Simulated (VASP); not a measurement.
# CuAu (Cm) in VASP: further runs

The runs below take CuAu through single point, with PBEsol.

Everything below comes from runs of VASP 6.6.1. Logs are shortened: lines on timing, memory, paths and dates and some standing lists are left out, and cuts for length are marked.

### Step 1. The cell of the first run

The structure is monoclinic, space group Cm (No. 8). The conventional cell has a = 4.032 Å, b = 4.032 Å, c = 3.582 Å, α = 90.00°, β = 90.00°, γ = 90.00°. Cu (site symmetry m) has 8 Au at 2.53 to 2.86 Å and 4 Cu at 2.85 Å within 3.3 Å. Au (site symmetry m) has 8 Cu at 2.53 to 2.86 Å and 4 Au at 2.85 Å within 3.3 Å.

### Step 2. Single point, PBEsol (shortest bond scaled by 0.94)

Input file INCAR:

```
SYSTEM = CuAu
ALGO     = Normal         ! electronic algorithm
EDIFF    = 1E-6           ! SCF threshold, eV
ENCUT    = 520            ! plane-wave cutoff, eV
GGA      = PS             ! functional
ISIF     = 2              ! what is computed and relaxed
ISMEAR   = -1             ! smearing method
LASPH    = .True.         ! aspherical terms in the spheres
LCHARG   = .False.        ! write CHGCAR
LREAL    = .False.        ! projectors in reciprocal space
LWAVE    = .False.        ! write WAVECAR
NBANDS   = 18             ! bands
NELM     = 80             ! most SCF steps
PREC     = Accurate       ! precision mode
SIGMA    = 0.05           ! smearing width, eV
```

Input file KPOINTS:

```
k-points
0
Gamma
  11 11 8
  0 0 0
```

Input file POSCAR:

```
CuAu
1.0
    2.8507024026      0.0000000000      0.0000000000
    0.0000000000      2.8507024026      0.0000000000
    0.0000000000      0.0000000000      3.5816088600
Cu Au
1 1
Direct
    0.4850000000      0.4850000000      0.4850000000
    0.0150000000      0.0150000000      0.0150000000
```

Potentials or basis: VASP PAW PBE potentials, release 64 (Cu, Au).

Launch:

```sh
$ cat potpaw_PBE.64/Cu/POTCAR potpaw_PBE.64/Au/POTCAR > POTCAR
$ mpirun -np 1 vasp_std > vasp.out
```

OUTCAR:

```text
SYSTEM = CuAu
   EDIFF = 1E-6
   ENCUT = 520
   GGA = PS
   ISIF = 2
   ISMEAR = -1
   LASPH = .True.
   LREAL = .False.
   NELM = 80
   PREC = Accurate

 ion  position               nearest neighbor table
   1  0.485  0.485  0.485-   2 2.53   2 2.63   2 2.63   2 2.68   2 2.72   2 2.77   2 2.77   2 2.86

   2  0.015  0.015  0.015-   1 2.53   1 2.63   1 2.63   1 2.68   1 2.72   1 2.77   1 2.77   1 2.86

  LATTYP: Found a simple tetragonal cell.
 ALAT       =     2.8507024026
 C/A-ratio  =     1.2563952157

  Lattice vectors:

 A1 = (   2.8507024026,   0.0000000000,   0.0000000000)
 A2 = (   0.0000000000,   2.8507024026,   0.0000000000)
 A3 = (   0.0000000000,   0.0000000000,   3.5816088600)

Analysis of symmetry for initial positions (statically):
=====================================================================
 Subroutine PRICEL returns:
 Original cell was already a primitive cell.

 Routine SETGRP: Setting up the symmetry group for a
 simple tetragonal supercell.

 Subroutine GETGRP returns: Found  2 space group operations
 (whereof  2 operations were pure point group operations)
 out of a pool of 16 trial point group operations.

The static configuration has the point symmetry C_1h.

Analysis of symmetry for dynamics (positions and initial velocities):
=====================================================================
 Subroutine PRICEL returns:
 Original cell was already a primitive cell.

 Routine SETGRP: Setting up the symmetry group for a
 simple tetragonal supercell.

 Subroutine GETGRP returns: Found  2 space group operations
 (whereof  2 operations were pure point group operations)
 out of a pool of 16 trial point group operations.

The dynamic configuration has the point symmetry C_1h.

 Subroutine INISYM returns: Found  2 space group operations
 (whereof  2 operations are pure point group operations),
 and found     1 'primitive' translations

----------------------------------------------------------------------------------------

                                     Primitive cell

  volume of cell :      29.1060

  direct lattice vectors                    reciprocal lattice vectors
     2.850702403  0.000000000  0.000000000     0.350790738  0.000000000  0.000000000
     0.000000000  2.850702403  0.000000000     0.000000000  0.350790738  0.000000000
     0.000000000  0.000000000  3.581608860     0.000000000  0.000000000  0.279204134

  length of vectors
     2.850702403  2.850702403  3.581608860     0.350790738  0.350790738  0.279204134

  position of ions in fractional coordinates (direct lattice)
     0.485000000  0.485000000  0.485000000
     0.015000000  0.015000000  0.015000000

  ion indices of the primitive-cell ions
   primitive index   ion index
                 1           1
                 2           2

----------------------------------------------------------------------------------------

 KPOINTS: k-points

Automatic generation of k-mesh.
 Grid dimensions read from file:
 generate k-points for:   11   11    8

 Generating k-lattice:

  Cartesian coordinates                     Fractional coordinates (reciprocal lattice)
     0.031890067  0.000000000  0.000000000     0.090909091  0.000000000  0.000000000
     0.000000000  0.031890067  0.000000000     0.000000000  0.090909091  0.000000000
     0.000000000  0.000000000  0.034900517     0.000000000  0.000000000  0.125000000

  Length of vectors
     0.031890067  0.031890067  0.034900517

  Shift w.r.t. Gamma in fractional coordinates (k-lattice)
     0.000000000  0.000000000  0.000000000

 Subroutine IBZKPT returns following result:
 ===========================================

 Found    270 irreducible k-points:

 Following reciprocal coordinates:
            Coordinates               Weight
  0.000000  0.000000  0.000000      1.000000
  0.090909  0.000000  0.000000      4.000000
  0.181818  0.000000  0.000000      4.000000
  0.272727  0.000000  0.000000      4.000000
  0.363636  0.000000  0.000000      4.000000
  0.454545  0.000000  0.000000      4.000000
[... 16 lines left out ...]
  0.454545  0.181818  0.000000      4.000000
 -0.181818  0.454545  0.000000      4.000000
 [... further k-points ...]
   k-points           NKPTS =    270   k-points in BZ     NKDIM =    270   number of bands    NBANDS=     18
   number of dos      NEDOS =    301   number of ions     NIONS =      2
   total plane-waves  NPLWV =  16128
   dimension x,y,z NGX =    24 NGY =   24 NGZ =   28
   dimension x,y,z NGXF=    48 NGYF=   48 NGZF=   56
   ions per type =               1   1
   NGX,Y,Z   is equivalent  to a cutoff of  14.00, 14.00, 13.00 a.u.
   NGXF,Y,Z  is equivalent  to a cutoff of  27.99, 27.99, 25.99 a.u.
 SYSTEM =  CuAu
   PREC   = accura    normal or accurate (medium, high low for compatibility)
   ISTART =      0    job   : 0-new  1-cont  2-samecut
   ICHARG =      2    charge: 1-file 2-atom 10-const
   ISPIN  =      1    spin polarized calculation?
   LNONCOLLINEAR =      F non collinear calculations
   LSORBIT =      F    spin-orbit coupling
   LASPH  =      T    aspherical Exc in radial PAW
   ENCUT  =  520.0 eV  38.22 Ry    6.18 a.u.   5.30  5.30  6.66*2*pi/ulx,y,z
   NELM   =     80;   NELMIN=  2; NELMDL= -5     # of ELM steps
   EDIFF  = 0.1E-05   stopping-criterion for ELM
   LREAL  =      F    real-space projection
   EDIFFG = 0.1E-04   stopping-criterion for IOM
   NSW    =      0    number of steps for IOM
   IBRION =     -1    ionic relax: 0-MD 1-quasi-New 2-CG
   NFREE  =      0    steps in history (QN), initial steepest desc. (CG)
   ISIF   =      2    stress and relaxation
   ISYM   =      2    0-nonsym 1-usesym 2-fastsym
   POTIM  = 0.5000    time-step for ionic-motion
   TEBEG  =    0.0;   TEEND  =   0.0 temperature during run
   PSTRESS=    0.0 pullay stress
   NELECT =      22.0000    total number of electrons
   NUPDOWN=      -1.0000    fix difference up-down
   EMIN   =  10.00;   EMAX   =-10.00  energy-range for DOS
   EFERMI =   0.00;   METHOD = LEGACY
   ISMEAR =    -1;   SIGMA  =   0.05  broadening in eV -4-tet -1-fermi 0-gaus
   EFERMI_NEDOS =   21; number of points for ismear=-14 and -15
   IALGO  =     38    algorithm
   IMIX   =      4    mixing-type and parameters
     AMIX     =   0.40;   BMIX     =  1.00
     AMIX_MAG =   1.60;   BMIX_MAG =  1.00
  volume/ion in A,a.u.               =      14.55        98.21
  Fermi-wavevector in a.u.,A,eV,Ry     =   1.491266  2.818084 30.257642  2.223874
  Thomas-Fermi vector in A             =   2.603943
   LORBIT       =      0    0 simple, 1 ext, 2 COOP (PROOUT), +10 PAW based schemes
   GGA     = PS    functional components
   LHFCALC =     F    Hartree Fock is set to
   AEXX    =    0.0000 exact exchange contribution
   IVDW    =     0    specifies the selected vdW correction
   LEPSILON=     F    determine dielectric tensor
   LRPA    =     F    only Hartree local field effects (RPA)
 non-spin polarized calculation
  energy-cutoff  :      520.00
  volume of cell :       29.11
 maximum number of plane-waves:       802
 NGX is ok and might be reduce to    24
   NGX = 11   NGY = 11   NGZ = 13

 number of electron      21.9999998 magnetization

 Free energy of the ion-electron system (eV)
  ---------------------------------------------------
  ext. energy  EPLUGINS =         0.00000000
  ---------------------------------------------------
  free energy    TOTEN  =        -8.27840030 eV

  energy without entropy =       -8.27214488  energy(sigma->0) =       -8.27527259

 E-fermi :   8.5657     XC(G=0): -12.8303

 val. band max:        8.5655523358   @ k =  -0.4545   0.0000   0.1250
 cond. band min:       8.5818004234   @ k =   0.4545   0.0000   0.1250
 fundamental gap:      0.0162480876
 Fermi energy:         8.5657471851

 k-point     1 :       0.0000    0.0000    0.0000
  band No.  band energies     occupation
      1      -1.2730      2.00000
      2       1.9944      2.00000
      3       2.1340      2.00000
      4       4.3927      2.00000
      5       4.4514      2.00000
      6       5.3757      2.00000
[... 10 lines left out ...]
     17      24.8142      0.00000
     18      26.1841      0.00000

 k-point     2 :       0.0909    0.0000    0.0000
  band No.  band energies     occupation
      1      -1.0868      2.00000
      2       2.0829      2.00000
      3       2.2371      2.00000
      4       4.3176      2.00000
      5       4.4676      2.00000
      6       5.2982      2.00000
[... 10 lines left out ...]
     17      26.1425      0.00000
     18      26.2736      0.00000

 k-point     3 :       0.1818    0.0000    0.0000
  band No.  band energies     occupation
      1      -0.5552      2.00000
      2       2.2677      2.00000
      3       2.5939      2.00000
      4       4.0491      2.00000
      5       4.5743      2.00000
      6       5.0862      2.00000
[... 10 lines left out ...]
     17      25.9961      0.00000
     18      27.4642      0.00000

 k-point     4 :       0.2727    0.0000    0.0000
  band No.  band energies     occupation
      1       0.2342      2.00000
      2       2.5103      2.00000
      3       3.1296      2.00000
      4       3.6896      2.00000
      5       4.7045      2.00000
      6       4.8328      2.00000
[... 375 lines left out ...]
      4       3.3744      2.00000
      5       4.0653      2.00000
      6       4.8167      2.00000
[... 10 lines left out ...]
     17      22.7148      0.00000
     18      23.4495      0.00000

 k-point    23 :       0.4545    0.1818    0.0000
  band No.  band energies     occupation
      1       2.3357      2.00000
      2       2.8713      2.00000
      3       3.0367      2.00000
      4       3.3506      2.00000
      5       4.0453      2.00000
      6       5.2405      2.00000
[... 10 lines left out ...]
     17      20.8664      0.00000
     18      22.4577      0.00000

 k-point    24 :      -0.1818    0.4545    0.0000
  band No.  band energies     occupation
      1       2.3309      2.00000
      2       2.8724      2.00000
      3       3.0332      2.00000
      4       3.3516      2.00000
      5       4.0456      2.00000
      6       5.2457      2.00000
[... 10 lines left out ...]
     17      20.8629      0.00000
     18      22.4761      0.00000

 [... further k-points ...]

------------------------ aborting loop because EDIFF is reached ----------------------------------------

  FORCE on cell =-STRESS in cart. coord.  units (eV):
  Direction    XX          YY          ZZ          XY          YZ          ZX
  --------------------------------------------------------------------------------------
  -------------------------------------------------------------------------------------
  Total       -0.5017763     -0.5017763     -0.2001625      0.0975294      0.2102696      0.2102696
  in kB      -27.6209607    -27.6209607    -11.0182178      5.3686375     11.5745758     11.5745764
  external PRESSURE =     -22.0867131 kB  Pullay stress =       0.0000000 kB

 VOLUME and BASIS-vectors are now :
 -----------------------------------------------------------------------------
  energy-cutoff  :      520.00
  volume of cell :       29.11
      direct lattice vectors                 reciprocal lattice vectors
     2.850702403  0.000000000  0.000000000     0.350790738  0.000000000  0.000000000
     0.000000000  2.850702403  0.000000000     0.000000000  0.350790738  0.000000000
     0.000000000  0.000000000  3.581608860     0.000000000  0.000000000  0.279204134

 POSITION                                       TOTAL-FORCE (eV/Angst)
 -----------------------------------------------------------------------------------
      1.38259      1.38259      1.73708         0.343709      0.343709      0.743432
      0.04276      0.04276      0.05372        -0.343709     -0.343709     -0.743432
 -----------------------------------------------------------------------------------
    total drift:                                0.000634      0.000634      0.000515

  FREE ENERGIE OF THE ION-ELECTRON SYSTEM (eV)
  ---------------------------------------------------
  free  energy   TOTEN  =        -8.2784002977 eV

  energy  without entropy=       -8.2721448760  energy(sigma->0) =       -8.27527259
```

Wall time 38 s (1 thread of Intel Xeon 6975P-C (Granite Rapids), shared host); peak memory 0.26 GiB.

Results:

| Item | Value |
| --- | --- |
| Free energy | -8.2784 eV |
| Pressure | -2.2 GPa |
| Largest force | 0.888 eV/Å |
| Band gap on the k mesh | zero (bands 11 and 12 overlap by 6.04 eV) |

Forces in eV/Å, atoms in the order of the input:
```
Cu   0.344  0.344  0.743
Au  -0.344 -0.344 -0.743
```

Levels at points of the mesh, in eV from the Fermi level:
```
           k point  band 9  band 10  band 11  band 12  band 13  band 14
(0.00, 0.00, 0.00)   -1.72    -1.53    -1.47     2.73     8.68     9.49
(0.00, 0.00, 0.50)   -2.37    -2.32    -2.19    -1.99    13.68    14.01
```

Caveat: the cell differs from its parent crystal (shortest bond scaled by 0.94); the PAW data sets were made with another functional, which shifts forces and pressure a little; spin-orbit coupling is left out, which moves the levels of the heavy elements.

(Part 1 of 2 ends here.)
